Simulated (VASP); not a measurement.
## GdN: single point with PBE+U

Crystal: GdN.

```xyz
2
Lattice="0.0000 2.4995 2.4995 2.4995 0.0000 2.4995 2.4995 2.4995 0.0000" Properties=species:S:1:pos:R:3 pbc="T T T"
Gd    2.4995    2.4995    2.4995
N     0.0000    0.0000    0.0000
```

```yaml
Program: VASP 6.6.1
Task: single point
Functional: PBE
Potentials_or_basis: VASP PAW PBE potentials, release 64 (Gd, N)
Cutoff: 520 eV
k_mesh: 7 × 7 × 7
Occupations: gaussian, width 0.05 eV
Spin: collinear spin, ferromagnetic start
Starting_moments: "[7.0, 0.0] μB"
Hubbard_terms: Gd f U = 2.0 eV
Dipole_correction: no
Further_INCAR_settings: ALGO = Normal; EDIFF = 1e-06; NBANDS = 22
```

| Property | Result |
| --- | --- |
| Pressure | -0.6 GPa |
| Band gap on the k mesh | zero (filled and empty bands overlap) |
| Net moment | 7.00 μB per cell |
| Site moments | Gd +6.84; N -0.10 μB |
| Valence electrons inside the program's atomic spheres | Gd 15.21; N 3.63 |

Levels at points of the mesh, in eV from the Fermi level:
Spin up:
| k point | band 11 | band 12 | band 13 | band 14 | band 15 | band 16 | band 17 | band 18 | band 19 | band 20 |
| --- | --- | --- | --- | --- | --- | --- | --- | --- | --- | --- |
| (0.00, 0.00, 0.00) | -4.06 | -4.06 | 0.38 | 0.38 | 0.38 | 2.69 | 2.69 | 2.69 | 3.36 | 4.79 |
Spin down:
```tsv
k point	band 6	band 7	band 8	band 9	band 10	band 11
(0.00, 0.00, 0.00)	-0.50	-0.50	-0.50	2.77	3.35	3.35
```

Eigenvalues of the final occupation matrices:
```tsv
site	spin	trace	eigenvalues
site 1 f	1	6.92	0.99 0.99 0.99 0.99 0.99 0.99 0.99
site 1 f	2	0.07	0.00 0.01 0.01 0.01 0.02 0.02 0.02
```

It took 2.4 min on 1 thread of AMD EPYC 7R13, on a shared host, peak memory 0.16 GiB.

Caveat: spin-orbit coupling is left out, which moves the levels of the heavy elements; a cell with one magnetic atom can't hold antiferromagnetic order, which such compounds often take. The state reached can hang on the start; a lower one may exist.
